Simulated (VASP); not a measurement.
# GaN in VASP: a series of runs

Aim: see how the results for GaN move with the level of theory and the settings. Levels: r2SCAN, PBE. Tasks: single point.

All numbers are computed with VASP 6.6.1; they aren't measurements. Logs are shortened: lines on timing, memory, paths and dates and some standing lists are left out, and cuts for length are marked.

**1. The cell of the first run**

Symmetry: I-4m2, No. 119, tetragonal system. Conventional cell: a = 3.180 Å, b = 3.180 Å, c = 4.715 Å, α = 90.00°, β = 90.00°, γ = 90.00°. Ga (site symmetry -4m2) has 4 N at 1.98 Å within 2.6 Å. N (site symmetry -4m2) has 4 Ga at 1.98 Å within 2.6 Å.

**2. Single point, r2SCAN (uniaxial z strain +4.8%)**

File POSCAR:

```
GaN
1.0
    0.0000000000      2.2489526240      2.3573521404
    2.2489526240      0.0000000000      2.3573521404
    2.2489526240      2.2489526240      0.0000000000
Ga N
1 1
Direct
    0.0000000000      0.0000000000      0.0000000000
    0.7500000000      0.7500000000      0.7500000000
```

File INCAR.step1:

```
SYSTEM = GaN
ALGO     = Normal         ! electronic algorithm
EDIFF    = 1E-4           ! SCF threshold, eV
ENCUT    = 520            ! plane-wave cutoff, eV
GGA      = PE             ! functional
ISMEAR   = 0              ! smearing method
LASPH    = .TRUE.         ! aspherical terms in the spheres
LCHARG   = .FALSE.        ! write CHGCAR
LREAL    = .FALSE.        ! projectors in reciprocal space
LWAVE    = .TRUE.         ! write WAVECAR
NBANDS   = 16             ! bands
NELM     = 80             ! most SCF steps
PREC     = Accurate       ! precision mode
SIGMA    = 0.01           ! smearing width, eV
```

File INCAR.step2:

```
SYSTEM = GaN
ALGO     = Normal         ! electronic algorithm
EDIFF    = 1E-6           ! SCF threshold, eV
ENCUT    = 520            ! plane-wave cutoff, eV
ISIF     = 2              ! what is computed and relaxed
ISMEAR   = 0              ! smearing method
ISTART   = 1            
LASPH    = .TRUE.         ! aspherical terms in the spheres
LCHARG   = .TRUE.         ! write CHGCAR
LELF     = .TRUE.         ! ELF
LMIXTAU  = .TRUE.       
LREAL    = .FALSE.        ! projectors in reciprocal space
LVHAR    = .TRUE.       
LWAVE    = .FALSE.        ! write WAVECAR
METAGGA  = R2SCAN         ! meta-GGA
NBANDS   = 16             ! bands
NELM     = 80             ! most SCF steps
PREC     = Accurate       ! precision mode
SIGMA    = 0.01           ! smearing width, eV
```

File KPOINTS:

```
k-points
0
G
  10 10 10
  0 0 0
```

Potentials or basis: VASP PAW PBE potentials, release 64 (Ga_d, N).

Run with:

```bash
$ cat potpaw_PBE.64/Ga_d/POTCAR potpaw_PBE.64/N/POTCAR > POTCAR
$ cp INCAR.step1 INCAR
$ mpirun -np 1 vasp_std > vasp.out
$ cp INCAR.step2 INCAR
$ mpirun -np 1 vasp_std > vasp.out
```

OUTCAR:

```text
SYSTEM = GaN
   EDIFF = 1E-6
   ENCUT = 520
   ISIF = 2
   ISMEAR = 0
   ISTART = 1
   LASPH = .TRUE.
   LREAL = .FALSE.
   METAGGA = R2SCAN
   NELM = 80
   PREC = Accurate

 ion  position               nearest neighbor table
   1  0.000  0.000  0.000-   2 1.98   2 1.98   2 1.98   2 1.98
   2  0.750  0.750  0.750-   1 1.98   1 1.98   1 1.98   1 1.98

  LATTYP: Found a body centered tetragonal cell.
 ALAT       =     3.1804993020
 C/A-ratio  =     1.4823786560

  Lattice vectors:

 A1 = (  -2.2489526240,   0.0000000000,   2.3573521404)
 A2 = (   2.2489526240,   0.0000000000,   2.3573521404)
 A3 = (   0.0000000000,   2.2489526240,  -2.3573521404)

Analysis of symmetry for initial positions (statically):
=====================================================================
 Subroutine PRICEL returns:
 Original cell was already a primitive cell.

 Routine SETGRP: Setting up the symmetry group for a
 body centered tetragonal supercell.

 Subroutine GETGRP returns: Found  8 space group operations
 (whereof  8 operations were pure point group operations)
 out of a pool of 16 trial point group operations.

The static configuration has the point symmetry D_2d.

Analysis of symmetry for dynamics (positions and initial velocities):
=====================================================================
 Subroutine PRICEL returns:
 Original cell was already a primitive cell.

 Routine SETGRP: Setting up the symmetry group for a
 body centered tetragonal supercell.

 Subroutine GETGRP returns: Found  8 space group operations
 (whereof  8 operations were pure point group operations)
 out of a pool of 16 trial point group operations.

The dynamic configuration has the point symmetry D_2d.

 Subroutine INISYM returns: Found  8 space group operations
 (whereof  8 operations are pure point group operations),
 and found     1 'primitive' translations

----------------------------------------------------------------------------------------

                                     Primitive cell

  volume of cell :      23.8460

  direct lattice vectors                    reciprocal lattice vectors
     0.000000000  2.248952624  2.357352140    -0.222325715  0.222325715  0.212102380
     2.248952624  0.000000000  2.357352140     0.222325715 -0.222325715  0.212102380
     2.248952624  2.248952624  0.000000000     0.222325715  0.222325715 -0.212102380

  length of vectors
     3.258051107  3.258051107  3.180499302     0.379268858  0.379268858  0.379268858

  position of ions in fractional coordinates (direct lattice)
     0.000000000  0.000000000  0.000000000
     0.750000000  0.750000000  0.750000000

  ion indices of the primitive-cell ions
   primitive index   ion index
                 1           1
                 2           2

----------------------------------------------------------------------------------------

 KPOINTS: k-points

Automatic generation of k-mesh.
 Grid dimensions read from file:
 generate k-points for:   10   10   10

 Generating k-lattice:

  Cartesian coordinates                     Fractional coordinates (reciprocal lattice)
    -0.022232571  0.022232571  0.021210238     0.100000000  0.000000000  0.000000000
     0.022232571 -0.022232571  0.021210238     0.000000000  0.100000000  0.000000000
     0.022232571  0.022232571 -0.021210238     0.000000000  0.000000000  0.100000000

  Length of vectors
     0.037926886  0.037926886  0.037926886

  Shift w.r.t. Gamma in fractional coordinates (k-lattice)
     0.000000000  0.000000000  0.000000000

 Subroutine IBZKPT returns following result:
 ===========================================

 Found    102 irreducible k-points:

 Following reciprocal coordinates:
            Coordinates               Weight
  0.000000  0.000000  0.000000      1.000000
  0.100000 -0.000000  0.000000      8.000000
  0.200000 -0.000000  0.000000      8.000000
  0.300000 -0.000000  0.000000      8.000000
  0.400000 -0.000000  0.000000      8.000000
  0.500000 -0.000000  0.000000      4.000000
[... 16 lines left out ...]
  0.300000  0.300000  0.000000      2.000000
  0.400000  0.300000  0.000000      8.000000
 [... further k-points ...]
   k-points           NKPTS =    102   k-points in BZ     NKDIM =    102   number of bands    NBANDS=     16
   number of dos      NEDOS =    301   number of ions     NIONS =      2
   total plane-waves  NPLWV =  13824
   dimension x,y,z NGX =    24 NGY =   24 NGZ =   24
   dimension x,y,z NGXF=    48 NGYF=   48 NGZF=   48
   ions per type =               1   1
   NGX,Y,Z   is equivalent  to a cutoff of  12.25, 12.25, 12.54 a.u.
   NGXF,Y,Z  is equivalent  to a cutoff of  24.49, 24.49, 25.09 a.u.
 SYSTEM =  GaN
   PREC   = accura    normal or accurate (medium, high low for compatibility)
   ISTART =      1    job   : 0-new  1-cont  2-samecut
   ICHARG =      0    charge: 1-file 2-atom 10-const
   ISPIN  =      1    spin polarized calculation?
   LNONCOLLINEAR =      F non collinear calculations
   LSORBIT =      F    spin-orbit coupling
   LASPH  =      T    aspherical Exc in radial PAW
   ENCUT  =  520.0 eV  38.22 Ry    6.18 a.u.   6.06  6.06  5.91*2*pi/ulx,y,z
   NELM   =     80;   NELMIN=  2; NELMDL=  0     # of ELM steps
   EDIFF  = 0.1E-05   stopping-criterion for ELM
   LREAL  =      F    real-space projection
   EDIFFG = 0.1E-04   stopping-criterion for IOM
   NSW    =      0    number of steps for IOM
   IBRION =     -1    ionic relax: 0-MD 1-quasi-New 2-CG
   NFREE  =      0    steps in history (QN), initial steepest desc. (CG)
   ISIF   =      2    stress and relaxation
   ISYM   =      2    0-nonsym 1-usesym 2-fastsym
   POTIM  = 0.5000    time-step for ionic-motion
   TEBEG  =    0.0;   TEEND  =   0.0 temperature during run
   PSTRESS=    0.0 pullay stress
   NELECT =      18.0000    total number of electrons
   NUPDOWN=      -1.0000    fix difference up-down
   EMIN   =  10.00;   EMAX   =-10.00  energy-range for DOS
   EFERMI =   0.00;   METHOD = LEGACY
   ISMEAR =     0;   SIGMA  =   0.01  broadening in eV -4-tet -1-fermi 0-gaus
   EFERMI_NEDOS =   21; number of points for ismear=-14 and -15
   IALGO  =     38    algorithm
   IMIX   =      4    mixing-type and parameters
     AMIX     =   0.40;   BMIX     =  1.00
     AMIX_MAG =   1.60;   BMIX_MAG =  1.00
  volume/ion in A,a.u.               =      11.92        80.46
  Fermi-wavevector in a.u.,A,eV,Ry     =   1.490598  2.816822 30.230560  2.221884
  Thomas-Fermi vector in A             =   2.603360
   LORBIT       =      0    0 simple, 1 ext, 2 COOP (PROOUT), +10 PAW based schemes
   METAGGA = R2SCAN    functional components
   LHFCALC =     F    Hartree Fock is set to
   AEXX    =    0.0000 exact exchange contribution
   IVDW    =     0    specifies the selected vdW correction
   LEPSILON=     F    determine dielectric tensor
   LRPA    =     F    only Hartree local field effects (RPA)
 non-spin polarized calculation
 Gauss-broadening in eV      SIGMA  =   0.01
  energy-cutoff  :      520.00
  volume of cell :       23.85
 maximum number of plane-waves:       660
   NGX = 13   NGY = 13   NGZ = 11

 number of electron      17.9999990 magnetization

 Free energy of the ion-electron system (eV)
  ---------------------------------------------------
  ext. energy  EPLUGINS =         0.00000000
  ---------------------------------------------------
  free energy    TOTEN  =       -21.85905207 eV

  energy without entropy =      -21.85905207  energy(sigma->0) =      -21.85905207

 E-fermi :   4.7070     XC(G=0): -12.3970

 val. band max:        4.6601025481   @ k =   0.0000   0.0000   0.0000
 cond. band min:       6.4191377616   @ k =   0.0000   0.0000   0.0000
 fundamental gap:      1.7590352135
 Fermi energy:         4.7070414109

 k-point     1 :       0.0000    0.0000    0.0000
  band No.  band energies     occupation
      1     -11.7999      2.00000
      2      -9.2629      2.00000
      3      -9.2142      2.00000
      4      -9.2142      2.00000
      5      -8.9254      2.00000
      6      -8.9229      2.00000
[... 8 lines left out ...]
     15      23.0069      0.00000
     16      23.7598      0.00000

 k-point     2 :       0.1000   -0.0000    0.0000
  band No.  band energies     occupation
      1     -11.6983      2.00000
      2      -9.2425      2.00000
      3      -9.2018      2.00000
      4      -9.1797      2.00000
      5      -8.9275      2.00000
      6      -8.9224      2.00000
[... 8 lines left out ...]
     15      22.9562      0.00000
     16      23.1234      0.00000

 k-point     3 :       0.2000   -0.0000    0.0000
  band No.  band energies     occupation
      1     -11.4428      2.00000
      2      -9.2065      2.00000
      3      -9.1726      2.00000
      4      -9.0223      2.00000
      5      -8.9294      2.00000
      6      -8.9145      2.00000
[... 8 lines left out ...]
     15      22.0921      0.00000
     16      22.1560      0.00000

 k-point     4 :       0.3000   -0.0000    0.0000
  band No.  band energies     occupation
      1     -11.1677      2.00000
      2      -9.1785      2.00000
      3      -9.1451      2.00000
      4      -8.9223      2.00000
      5      -8.9049      2.00000
      6      -8.6406      2.00000
[... 8 lines left out ...]
     15      22.4170      0.00000
     16      22.4295      0.00000
[... 324 lines left out ...]
 k-point    22 :      -0.2000    0.2000    0.0000
  band No.  band energies     occupation
      1     -11.0759      2.00000
      2      -9.1615      2.00000
      3      -9.1212      2.00000
      4      -8.9517      2.00000
      5      -8.9303      2.00000
      6      -8.4510      2.00000
[... 8 lines left out ...]
     15      22.7529      0.00000
     16      25.2284      0.00000

 k-point    23 :       0.3000    0.3000    0.0000
  band No.  band energies     occupation
      1     -11.0246      2.00000
      2      -9.0523      2.00000
      3      -9.0454      2.00000
      4      -9.0454      2.00000
      5      -8.8875      2.00000
      6      -8.5566      2.00000
[... 8 lines left out ...]
     15      27.5998      0.00000
     16      27.6691      0.00000

 k-point    24 :       0.4000    0.3000    0.0000
  band No.  band energies     occupation
      1     -10.9033      2.00000
      2      -9.0759      2.00000
      3      -9.0144      2.00000
      4      -9.0113      2.00000
      5      -8.8810      2.00000
      6      -8.1609      2.00000
[... 8 lines left out ...]
     15      27.3872      0.00000
     16      27.8358      0.00000

 [... further k-points ...]
[... 5 lines left out ...]
  --------------------------------------------------------------------------------------
  -------------------------------------------------------------------------------------
  Total       -0.7857660     -0.7857660     -1.8200467      0.0000000      0.0000000      0.0000000
  in kB      -52.7945108    -52.7945108   -122.2863643      0.0000000      0.0000000      0.0000000
  external PRESSURE =     -75.9584620 kB  Pullay stress =       0.0000000 kB

 VOLUME and BASIS-vectors are now :
 -----------------------------------------------------------------------------
  energy-cutoff  :      520.00
  volume of cell :       23.85
      direct lattice vectors                 reciprocal lattice vectors
     0.000000000  2.248952624  2.357352140    -0.222325715  0.222325715  0.212102380
     2.248952624  0.000000000  2.357352140     0.222325715 -0.222325715  0.212102380
     2.248952624  2.248952624  0.000000000     0.222325715  0.222325715 -0.212102380

 POSITION                                       TOTAL-FORCE (eV/Angst)
 -----------------------------------------------------------------------------------
      0.00000      0.00000      0.00000         0.000000      0.000000     -0.000000
      3.37343      3.37343      3.53603        -0.000000     -0.000000      0.000000
 -----------------------------------------------------------------------------------
    total drift:                               -0.000020     -0.000020      0.000005

  FREE ENERGIE OF THE ION-ELECTRON SYSTEM (eV)
  ---------------------------------------------------
  free  energy   TOTEN  =       -21.8590520666 eV

  energy  without entropy=      -21.8590520666  energy(sigma->0) =      -21.85905207
```

It took 38 s on 1 thread of Intel Xeon 6975P-C (Granite Rapids), shared host; peak memory 0.17 GiB.

What came out:

| Property | Result |
| --- | --- |
| Free energy | -21.8591 eV |
| Pressure | -7.6 GPa |
| Band gap on the k mesh | 1.76 eV, direct |

Stress tensor (GPa, compression positive):
```
 -5.28   0.00   0.00
  0.00  -5.28   0.00
  0.00   0.00 -12.23
```

Caveat: the cell differs from its parent crystal (uniaxial z strain +4.8%); the PAW data sets were made with another functional, which shifts forces and pressure a little.

**3. Single point, PBE (shear xy strain -2.4%)**

File INCAR:

```
ALGO = Normal
EDIFF = 1E-6
ENCUT = 520
GGA = PE
ISIF = 2
ISMEAR = -1
LASPH = True
LCHARG = False
LREAL = False
LWAVE = False
NBANDS = 16
NELM = 80
PREC = Accurate
SIGMA = 0.02
```

File KPOINTS:

```
k-points
0
Gamma
  10 10 10
```

File POSCAR:

```
GaN
1.0
   -0.0270998791      2.2489526240      2.2489526240
    2.2489526240     -0.0270998791      2.2489526240
    2.2218527448      2.2218527448      0.0000000000
Ga N
1 1
Direct
    0.0017454298      0.0017454298     -0.0017454298
    0.7482545702      0.7482545702      0.7517454298
```

Potentials or basis: VASP PAW PBE potentials, release 64 (Ga_d, N).

Run with:

```bash
$ cat potpaw_PBE.64/Ga_d/POTCAR potpaw_PBE.64/N/POTCAR > POTCAR
$ mpirun -np 1 vasp_std > vasp.out
```

It took 16 s on 1 thread of Intel Xeon 6975P-C (Granite Rapids), shared host; peak memory 0.18 GiB.

The run converged. Its results:

| Item | Value |
| --- | --- |
| Free energy | -12.1318 eV |
| Pressure | 6.3 GPa |
| Largest force | 0.016 eV/Å |
| Band gap on the k mesh | 1.67 eV, direct |

Forces in eV/Å, atoms in the order of the input:
```
Ga   0.000  0.000  0.016
N    0.000  0.000 -0.016
```

Stress tensor (GPa, compression positive):
```
6.33 3.74 0.00
3.74 6.33 0.00
0.00 0.00 6.27
```

Levels at points of the mesh, in eV from the valence-band top:
| k point | band 7 | band 8 | band 9 | band 10 | band 11 | band 12 |
| --- | --- | --- | --- | --- | --- | --- |
| (0.00, 0.00, 0.00) | -0.16 | -0.08 | 0.00 | 1.67 | 9.99 | 10.28 |
| (0.50, 0.00, 0.00) | -7.20 | -1.05 | -0.95 | 4.71 | 8.62 | 10.41 |
| (0.50, 0.50, 0.00) | -6.23 | -2.97 | -2.63 | 3.24 | 6.66 | 11.67 |
| (0.00, 0.00, 0.50) | -7.11 | -1.15 | -1.07 | 4.49 | 8.71 | 10.15 |
| (0.50, 0.00, 0.50) | -6.23 | -2.80 | -2.80 | 3.27 | 6.62 | 11.64 |

Caveat: the cell differs from its parent crystal (shear xy strain -2.4%).
